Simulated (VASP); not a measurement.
Hf, 2 atoms in the cell. The structure is hexagonal, space group P6_3/mmc (No. 194). Conventional cell: a = 3.206 Å, b = 3.206 Å, c = 5.065 Å, α = 90.00°, β = 90.00°, γ = 120.00°. Within 4.1 Å of Hf (site symmetry -6m2) lie 12 Hf at 3.14 to 3.21 Å. 

```yaml
Program: VASP 6.6.1
Task: electric field gradients
Functional: PBE
Potentials_or_basis: VASP PAW PBE potentials, release 64 (Hf_pv)
Cutoff: 520 eV
k_mesh: 16 × 16 × 10
Occupations: gaussian, width 0.05 eV
Spin: no spin polarisation
Dipole_correction: no
Further_INCAR_settings: ALGO = Fast; EDIFF = 1e-08; NBANDS = 17
```

Potentials or basis: VASP PAW PBE potentials, release 64 (Hf_pv).

The run is started by

```sh
$ cat potpaw_PBE.64/Hf_pv/POTCAR > POTCAR
$ mpirun -np 1 vasp_std > vasp.out
```

Hardware: 1 thread of Intel Xeon 6975P-C, on a shared host.

Problem. Estimate the wall time of this run.

Solution. Wall time 110 s on 1 thread of Intel Xeon 6975P-C, on a shared host, peak memory 0.24 GiB. Counts: scf iterations 19, k points 180.
